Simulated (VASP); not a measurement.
# B (Im-3m) in VASP: further runs

The runs below take B through single point, relaxation of cell and atoms, with PBEsol.

All numbers are computed with VASP 6.6.1; they aren't measurements. Logs are shortened: lines on timing, memory, paths and dates and some standing lists are left out, and cuts for length are marked.

**1. The cell of the first run**

The structure is cubic, space group Im-3m (No. 229). Conventional cell: a = 2.297 Å, b = 2.297 Å, c = 2.297 Å, α = 90.00°, β = 90.00°, γ = 90.00°. Within 2.6 Å of B (site symmetry m-3m) lie 14 B at 1.99 to 2.30 Å.

**2. Single point, PBEsol**

INCAR

```
SYSTEM = B
PREC = Accurate
ENCUT = 520
EDIFF = 1E-7
ISMEAR = 0
SIGMA = 0.1
LREAL = .FALSE.
LASPH = .TRUE.
NELM = 60
ALGO = Normal
ISIF = 2
LWAVE = .FALSE.
LCHARG = .TRUE.
GGA = PS
LELF = .TRUE.
LVHAR = .TRUE.
NBANDS = 8
```

KPOINTS

```
regular mesh
0
G
  10 10 10
  0 0 0
```

POSCAR

```
B
1.0
   -1.1485694227      1.1485694227      1.1485694227
    1.1485694227     -1.1485694227      1.1485694227
    1.1485694227      1.1485694227     -1.1485694227
B
1
Direct
    0.0000000000      0.0000000000      0.0000000000
```

Potentials or basis: VASP PAW PBE potentials, release 64 (B).

On the command line:

```sh
cat potpaw_PBE.64/B/POTCAR > POTCAR
mpirun -np 1 vasp_std > vasp.out
```

OUTCAR:

```text
SYSTEM = B
   PREC = Accurate
   ENCUT = 520
   EDIFF = 1E-7
   ISMEAR = 0
   LREAL = .FALSE.
   LASPH = .TRUE.
   NELM = 60
   ISIF = 2
   GGA = PS

 ion  position               nearest neighbor table
   1  0.000  0.000  0.000-

  LATTYP: Found a body centered cubic cell.
 ALAT       =     2.2971388454

  Lattice vectors:

 A1 = (  -1.1485694227,   1.1485694227,   1.1485694227)
 A2 = (   1.1485694227,  -1.1485694227,   1.1485694227)
 A3 = (   1.1485694227,   1.1485694227,  -1.1485694227)

Analysis of symmetry for initial positions (statically):
=====================================================================
 Subroutine PRICEL returns:
 Original cell was already a primitive cell.

 Routine SETGRP: Setting up the symmetry group for a
 body centered cubic supercell.

 Subroutine GETGRP returns: Found 48 space group operations
 (whereof 48 operations were pure point group operations)
 out of a pool of 48 trial point group operations.

The static configuration has the point symmetry O_h .

Analysis of symmetry for dynamics (positions and initial velocities):
=====================================================================
 Subroutine PRICEL returns:
 Original cell was already a primitive cell.

 Routine SETGRP: Setting up the symmetry group for a
 body centered cubic supercell.

 Subroutine GETGRP returns: Found 48 space group operations
 (whereof 48 operations were pure point group operations)
 out of a pool of 48 trial point group operations.

The dynamic configuration has the point symmetry O_h .

 Subroutine INISYM returns: Found 48 space group operations
 (whereof 48 operations are pure point group operations),
 and found     1 'primitive' translations

----------------------------------------------------------------------------------------

                                     Primitive cell

  volume of cell :       6.0608

  direct lattice vectors                    reciprocal lattice vectors
    -1.148569423  1.148569423  1.148569423     0.000000000  0.435324143  0.435324143
     1.148569423 -1.148569423  1.148569423     0.435324143  0.000000000  0.435324143
     1.148569423  1.148569423 -1.148569423     0.435324143  0.435324143  0.000000000

  length of vectors
     1.989380596  1.989380596  1.989380596     0.615641308  0.615641308  0.615641308

  position of ions in fractional coordinates (direct lattice)
     0.000000000  0.000000000  0.000000000

  ion indices of the primitive-cell ions
   primitive index   ion index
                 1           1

----------------------------------------------------------------------------------------

 KPOINTS: regular mesh

Automatic generation of k-mesh.
 Grid dimensions read from file:
 generate k-points for:   10   10   10

 Generating k-lattice:

  Cartesian coordinates                     Fractional coordinates (reciprocal lattice)
     0.000000000  0.043532414  0.043532414     0.100000000  0.000000000  0.000000000
     0.043532414  0.000000000  0.043532414     0.000000000  0.100000000  0.000000000
     0.043532414  0.043532414  0.000000000     0.000000000  0.000000000  0.100000000

  Length of vectors
     0.061564131  0.061564131  0.061564131

  Shift w.r.t. Gamma in fractional coordinates (k-lattice)
     0.000000000  0.000000000  0.000000000

 Subroutine IBZKPT returns following result:
 ===========================================

 Found     47 irreducible k-points:

 Following reciprocal coordinates:
            Coordinates               Weight
  0.000000  0.000000  0.000000      1.000000
  0.100000  0.000000  0.000000     12.000000
  0.200000  0.000000  0.000000     12.000000
  0.300000  0.000000  0.000000     12.000000
  0.400000  0.000000  0.000000     12.000000
  0.500000  0.000000  0.000000      6.000000
[... 16 lines left out ...]
  0.300000  0.300000  0.100000      8.000000
 -0.300000  0.300000  0.100000     24.000000
 [... further k-points ...]
   k-points           NKPTS =     47   k-points in BZ     NKDIM =     47   number of bands    NBANDS=      8
   number of dos      NEDOS =    301   number of ions     NIONS =      1
   total plane-waves  NPLWV =   4096
   dimension x,y,z NGX =    16 NGY =   16 NGZ =   16
   dimension x,y,z NGXF=    32 NGYF=   32 NGZF=   32
   ions per type =               1
   NGX,Y,Z   is equivalent  to a cutoff of  13.37, 13.37, 13.37 a.u.
   NGXF,Y,Z  is equivalent  to a cutoff of  26.74, 26.74, 26.74 a.u.
 SYSTEM =  B
   PREC   = accura    normal or accurate (medium, high low for compatibility)
   ISTART =      0    job   : 0-new  1-cont  2-samecut
   ICHARG =      2    charge: 1-file 2-atom 10-const
   ISPIN  =      1    spin polarized calculation?
   LNONCOLLINEAR =      F non collinear calculations
   LSORBIT =      F    spin-orbit coupling
   LASPH  =      T    aspherical Exc in radial PAW
   ENCUT  =  520.0 eV  38.22 Ry    6.18 a.u.   3.70  3.70  3.70*2*pi/ulx,y,z
   NELM   =     60;   NELMIN=  2; NELMDL= -5     # of ELM steps
   EDIFF  = 0.1E-06   stopping-criterion for ELM
   LREAL  =      F    real-space projection
   EDIFFG = 0.1E-05   stopping-criterion for IOM
   NSW    =      0    number of steps for IOM
   IBRION =     -1    ionic relax: 0-MD 1-quasi-New 2-CG
   NFREE  =      0    steps in history (QN), initial steepest desc. (CG)
   ISIF   =      2    stress and relaxation
   ISYM   =      2    0-nonsym 1-usesym 2-fastsym
   POTIM  = 0.5000    time-step for ionic-motion
   TEBEG  =    0.0;   TEEND  =   0.0 temperature during run
   PSTRESS=    0.0 pullay stress
   NELECT =       3.0000    total number of electrons
   NUPDOWN=      -1.0000    fix difference up-down
   EMIN   =  10.00;   EMAX   =-10.00  energy-range for DOS
   EFERMI =   0.00;   METHOD = LEGACY
   ISMEAR =     0;   SIGMA  =   0.10  broadening in eV -4-tet -1-fermi 0-gaus
   EFERMI_NEDOS =   21; number of points for ismear=-14 and -15
   IALGO  =     38    algorithm
   IMIX   =      4    mixing-type and parameters
     AMIX     =   0.40;   BMIX     =  1.00
     AMIX_MAG =   1.60;   BMIX_MAG =  1.00
  volume/ion in A,a.u.               =       6.06        40.90
  Fermi-wavevector in a.u.,A,eV,Ry     =   1.295005  2.447204 22.817475  1.677037
  Thomas-Fermi vector in A             =   2.426552
   LORBIT       =      0    0 simple, 1 ext, 2 COOP (PROOUT), +10 PAW based schemes
   GGA     = PS    functional components
   LHFCALC =     F    Hartree Fock is set to
   AEXX    =    0.0000 exact exchange contribution
   IVDW    =     0    specifies the selected vdW correction
   LEPSILON=     F    determine dielectric tensor
   LRPA    =     F    only Hartree local field effects (RPA)
 non-spin polarized calculation
 Gauss-broadening in eV      SIGMA  =   0.10
  energy-cutoff  :      520.00
  volume of cell :        6.06
 maximum number of plane-waves:       177
   NGX =  7   NGY =  7   NGZ =  7

 number of electron       3.0000000 magnetization

 Free energy of the ion-electron system (eV)
  ---------------------------------------------------
  ext. energy  EPLUGINS =         0.00000000
  ---------------------------------------------------
  free energy    TOTEN  =        -5.38366110 eV

  energy without entropy =       -5.38072579  energy(sigma->0) =       -5.38219345

 E-fermi :   9.7379     XC(G=0): -12.9264

 val. band max:        9.6686116338   @ k =   0.3000   0.2000   0.0000
 cond. band min:      10.0321220836   @ k =  -0.4000   0.4000   0.2000
 fundamental gap:      0.3635104498
 Fermi energy:         9.7379272743

 k-point     1 :       0.0000    0.0000    0.0000
  band No.  band energies     occupation
      1      -8.6493      2.00000
      2      25.8956      0.00000
      3      25.8956      0.00000
      4      25.8956      0.00000
      5      44.2191      0.00000
      6      44.2191      0.00000
      7      44.2191      0.00000
      8      48.0223      0.00000

 k-point     2 :       0.1000    0.0000    0.0000
  band No.  band energies     occupation
      1      -8.1941      2.00000
      2      24.3788      0.00000
      3      24.8477      0.00000
      4      25.6171      0.00000
      5      40.5402      0.00000
      6      41.1605      0.00000
      7      45.7684      0.00000
      8      46.3450      0.00000

 k-point     3 :       0.2000    0.0000    0.0000
  band No.  band energies     occupation
      1      -6.8311      2.00000
      2      20.0197      0.00000
      3      22.7144      0.00000
      4      24.8678      0.00000
      5      37.1268      0.00000
      6      37.4495      0.00000
      7      44.9079      0.00000
      8      49.3400      0.00000

 k-point     4 :       0.3000    0.0000    0.0000
  band No.  band energies     occupation
      1      -4.5795      2.00000
      2      14.3120      0.00000
      3      20.7283      0.00000
      4      23.9373      0.00000
      5      34.6908      0.00000
      6      36.0565      0.00000
      7      45.8801      0.00000
      8      52.9189      0.00000

 k-point     5 :       0.4000    0.0000    0.0000
  band No.  band energies     occupation
      1      -1.5592      2.00000
      2       8.8394      2.00000
      3      19.4168      0.00000
      4      23.2025      0.00000
      5      33.0185      0.00000
      6      36.0123      0.00000
      7      48.0708      0.00000
      8      53.1609      0.00000
[... 177 lines left out ...]
 k-point    22 :      -0.2000    0.2000    0.1000
  band No.  band energies     occupation
      1      -6.3739      2.00000
      2      19.9870      0.00000
      3      21.3973      0.00000
      4      24.2960      0.00000
      5      34.9316      0.00000
      6      39.6491      0.00000
      7      42.6096      0.00000
      8      49.8577      0.00000

 k-point    23 :       0.3000    0.3000    0.1000
  band No.  band energies     occupation
      1       5.6995      2.00000
      2       5.6995      2.00000
      3      10.3758      0.00000
      4      16.1303      0.00000
      5      42.1664      0.00000
      6      46.6050      0.00000
      7      46.6050      0.00000
      8      57.9930      0.00000

 k-point    24 :      -0.3000    0.3000    0.1000
  band No.  band energies     occupation
      1      -4.1189      2.00000
      2      14.5409      0.00000
      3      19.3135      0.00000
      4      23.6240      0.00000
      5      33.9936      0.00000
      6      37.1339      0.00000
      7      44.0082      0.00000
      8      52.6694      0.00000

 [... further k-points ...]
[... 5 lines left out ...]
  --------------------------------------------------------------------------------------
  -------------------------------------------------------------------------------------
  Total        0.0143303      0.0143303      0.0143303      0.0000000      0.0000000     -0.0000000
  in kB        3.7882018      3.7882018      3.7882018      0.0000000      0.0000000     -0.0000000
  external PRESSURE =       3.7882018 kB  Pullay stress =       0.0000000 kB

 VOLUME and BASIS-vectors are now :
 -----------------------------------------------------------------------------
  energy-cutoff  :      520.00
  volume of cell :        6.06
      direct lattice vectors                 reciprocal lattice vectors
    -1.148569423  1.148569423  1.148569423     0.000000000  0.435324143  0.435324143
     1.148569423 -1.148569423  1.148569423     0.435324143  0.000000000  0.435324143
     1.148569423  1.148569423 -1.148569423     0.435324143  0.435324143  0.000000000

 POSITION                                       TOTAL-FORCE (eV/Angst)
 -----------------------------------------------------------------------------------
      0.00000      0.00000      0.00000         0.000000      0.000000     -0.000000
 -----------------------------------------------------------------------------------
    total drift:                               -0.000000     -0.000000      0.000000

  FREE ENERGIE OF THE ION-ELECTRON SYSTEM (eV)
  ---------------------------------------------------
  free  energy   TOTEN  =        -5.3836610979 eV

  energy  without entropy=       -5.3807257941  energy(sigma->0) =       -5.38219345
```

It took 1.7 s on 1 thread of Intel Xeon Platinum 8259CL at 2.50GHz (Skylake/Cascade Lake), shared host; peak memory 0.11 GiB.

What came out:

```yaml
Free_energy: -5.3837 eV
Pressure: 0.4 GPa
```

Levels at points of the mesh, in eV from the Fermi level:
```csv
k point,band 1,band 2,band 3,band 4,band 5
"(0.00, 0.00, 0.00)",-18.39,16.16,16.16,16.16,34.48
"(0.50, 0.00, 0.00)",-8.87,-4.19,9.23,13.19,22.72
"(0.50, 0.50, 0.50)",0.81,0.81,0.81,10.62,10.62
```

Caveat: the k points lie up to 0.39 Å⁻¹ apart; the PAW data sets were made with another functional, which shifts forces and pressure a little.

**3. Single point, PBEsol**

This run uses another cell than the first one, of 7.68 Å³/atom, 1.267 times its volume.

INCAR

```
SYSTEM = B
ALGO = Normal ; EDIFF = 1E-6
ENCUT = 520 ; GGA = PS
ISIF = 2 ; ISMEAR = 0
LASPH = .TRUE. ; LCHARG = .FALSE.
LREAL = .FALSE. ; LWAVE = .FALSE.
NBANDS = 8 ; NELM = 60
PREC = Accurate ; SIGMA = 0.1
```

KPOINTS

```
k-points
0
G
  10 10 10
  0 0 0
```

POSCAR

```
B
1.0
   -1.2429643298      1.2429643298      1.2429643298
    1.2429643298     -1.2429643298      1.2429643298
    1.2429643298      1.2429643298     -1.2429643298
B
1
Direct
    0.0000000000      0.0000000000      0.0000000000
```

Potentials or basis: VASP PAW PBE potentials, release 64 (B).

On the command line:

```sh
cat potpaw_PBE.64/B/POTCAR > POTCAR
mpirun -np 1 vasp_std > vasp.out
```

OUTCAR:

```text
SYSTEM = B
   EDIFF = 1E-6
   ENCUT = 520
   GGA = PS
   ISIF = 2
   ISMEAR = 0
   LASPH = .TRUE.
   LREAL = .FALSE.
   NELM = 60
   PREC = Accurate

 ion  position               nearest neighbor table
   1  0.000  0.000  0.000-

  LATTYP: Found a body centered cubic cell.
 ALAT       =     2.4859286596

  Lattice vectors:

 A1 = (  -1.2429643298,   1.2429643298,   1.2429643298)
 A2 = (   1.2429643298,  -1.2429643298,   1.2429643298)
 A3 = (   1.2429643298,   1.2429643298,  -1.2429643298)

[... 433 lines left out ...]
  band No.  band energies     occupation
      1      -4.6999      2.00000
      2      10.9684      0.00000
      3      15.0260      0.00000
      4      18.3049      0.00000
      5      28.2721      0.00000
      6      31.2037      0.00000
      7      36.6000      0.00000
      8      43.1968      0.00000

 [... further k-points ...]
[... 5 lines left out ...]
  --------------------------------------------------------------------------------------
  -------------------------------------------------------------------------------------
  Total       -1.5266816     -1.5266816     -1.5266816     -0.0000000     -0.0000000      0.0000000
  in kB     -318.4366641   -318.4366641   -318.4366641     -0.0000000     -0.0000000      0.0000000
  external PRESSURE =    -318.4366641 kB  Pullay stress =       0.0000000 kB

 VOLUME and BASIS-vectors are now :
 -----------------------------------------------------------------------------
  energy-cutoff  :      520.00
  volume of cell :        7.68
      direct lattice vectors                 reciprocal lattice vectors
    -1.242964330  1.242964330  1.242964330     0.000000000  0.402264158  0.402264158
     1.242964330 -1.242964330  1.242964330     0.402264158  0.000000000  0.402264158
     1.242964330  1.242964330 -1.242964330     0.402264158  0.402264158  0.000000000

 POSITION                                       TOTAL-FORCE (eV/Angst)
 -----------------------------------------------------------------------------------
      0.00000      0.00000      0.00000        -0.000000      0.000000     -0.000000
 -----------------------------------------------------------------------------------
    total drift:                               -0.000000      0.000000      0.000000

  FREE ENERGIE OF THE ION-ELECTRON SYSTEM (eV)
  ---------------------------------------------------
  free  energy   TOTEN  =        -5.1810007032 eV

  energy  without entropy=       -5.1776471693  energy(sigma->0) =       -5.17932394
```

OSZICAR:

```text
N       E                     dE             d eps       ncg     rms          rms(c)
DAV:   1    -0.343891474355E+01   -0.34389E+01   -0.15346E+03   832   0.301E+02
DAV:   2    -0.518306795213E+01   -0.17442E+01   -0.17145E+01  1056   0.310E+01
DAV:   3    -0.518600663351E+01   -0.29387E-02   -0.29387E-02   816   0.137E+00
DAV:   4    -0.518600676478E+01   -0.13127E-06   -0.13018E-06  1104   0.907E-03
DAV:   5    -0.518600676392E+01    0.86493E-09   -0.39991E-11   840   0.330E-05    0.116E+00
DAV:   6    -0.518270628664E+01    0.33005E-02   -0.10412E-03   904   0.219E-01    0.679E-01
DAV:   7    -0.518100015206E+01    0.17061E-02   -0.21586E-03   912   0.316E-01    0.269E-02
DAV:   8    -0.518100070320E+01   -0.55114E-06   -0.66017E-06   824   0.226E-02
   1 F= -.51810007E+01 E0= -.51793239E+01  d E =-.335353E-02
```

Wall time 1.4 s (1 thread of Intel Xeon Platinum 8259CL at 2.50GHz (Skylake/Cascade Lake), shared host); peak memory 0.11 GiB.

Results:

* Free energy: -5.1810 eV
* Pressure: -31.8 GPa

Caveat: the PAW data sets were made with another functional, which shifts forces and pressure a little.

**4. Relaxation of cell and atoms, PBEsol**

This run uses another cell than the first one, of 7.68 Å³/atom, 1.267 times its volume.

INCAR

```
PREC     = Accurate       # precision mode
ENCUT    = 600            # plane-wave cutoff, eV
EDIFF    = 1E-7           # SCF threshold, eV
ISMEAR   = 0              # smearing method
SIGMA    = 0.1            # smearing width, eV
LREAL    = False          # projectors in reciprocal space
LASPH    = True           # aspherical terms in the spheres
NELM     = 100            # most SCF steps
ALGO     = Normal         # electronic algorithm
ISIF     = 3              # what is computed and relaxed
LWAVE    = False          # write WAVECAR
LCHARG   = False          # write CHGCAR
GGA      = PS             # functional
IBRION   = 2              # ionic algorithm
NSW      = 90             # ionic steps
EDIFFG   = -0.04          # ionic threshold
```

KPOINTS

```
Automatic mesh
0
Gamma
  10 10 10
```

POSCAR is that of step 3.

On the command line:

```sh
cat potpaw_PBE.64/B/POTCAR > POTCAR
mpirun -np 1 vasp_std > vasp.out
```

Run time: 3.7 s. Hardware: 1 thread of Intel Xeon Platinum 8259CL at 2.50GHz (Skylake/Cascade Lake), shared host; peak memory 0.11 GiB.

It converged, with:

* Free energy: -5.3858 eV
* Relaxed volume: 6.07 Å³/atom
* Relaxed cell: a = 1.991 Å, b = 1.991 Å, c = 1.991 Å, α = 109.47°, β = 109.47°, γ = 109.47°
* Space group after relaxing (to 0.05 Å): Im-3m (No. 229)
* Energy gained by relaxing: 204.3 meV/atom
* Ionic steps: 3
* Pressure after relaxing: -0.1 GPa

The path:
| step | energy change (eV) | largest force (eV/Å) | pressure (GPa) | volume (Å³) |
| --- | --- | --- | --- | --- |
| 1 | 0.0000 | 0.0000 | -31.86 | 7.68 |
| 2 | -0.2041 | 0.0000 | -1.39 | 6.11 |
| 3 | -0.2043 | 0.0000 | -0.07 | 6.07 |

Final structure:
```
B
1.0
    -1.14925    1.14925    1.14925
     1.14925   -1.14925    1.14925
     1.14925    1.14925   -1.14925
B
1
Direct
  0.00000 0.00000 0.00000
```

Levels at points of the mesh, in eV from the Fermi level:
```tsv
k point	band 1	band 2	band 3	band 4
(0.00, 0.00, 0.00)	-18.37	16.13	16.13	16.13
(0.50, 0.00, 0.00)	-8.86	-4.19	9.21	13.17
(0.50, 0.50, 0.50)	0.81	0.81	0.81	10.62
```

Caveat: the volume moved by over 15 % at a fixed basis, so the end points are rough; the PAW data sets were made with another functional, which shifts forces and pressure a little.

[end of part 1 of 2]
